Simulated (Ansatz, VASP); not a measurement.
# Ti3Al: VASP beside Ansatz

```xyz
4
Lattice="2.8955 0.0000 0.0000 -1.4477 2.5076 0.0000 0.0000 0.0000 9.1383" Properties=species:S:1:pos:R:3 pbc="T T T"
Ti    1.4477    0.8359    0.0000
Ti    0.0000    1.6717    6.8645
Ti    0.0000    1.6717    2.2739
Al    1.4477    0.8359    4.5692
```

Alike in both runs: functional PBEsol; k mesh 18 × 18 × 6; occupations gaussian, width 0.1 eV; no spin polarisation.

Ansatz relaxed the structure, and its values are those at the end. VASP's run is a single point on that final structure, the one shown.

|  | VASP | Ansatz |
| --- | --- | --- |
| version | VASP 6.6.1 | Ansatz 0.2.0 |
| potentials or method | VASP PAW PBE potentials, release 64 (Ti_sv, Al), cutoff 520 eV | scalar-relativistic, plane waves, PAW |
| valence electrons in the cell | 39 | 39 |

```csv
,VASP,Ansatz,Ansatz less VASP
gap on the k mesh at the Fermi level (eV),none,none,-
pressure (GPa),-0.1,0.0,+0.12
rms of the force components (eV/Å),0.005,0.000,-0.0049
```

VASP's potentials were made for PBE, not for PBEsol, and Ansatz warns of the same on its side. A gap of «none» marks a metal or a gap that the smearing closes. The functional is the same, so the differences come from potentials, cutoffs and numerics.
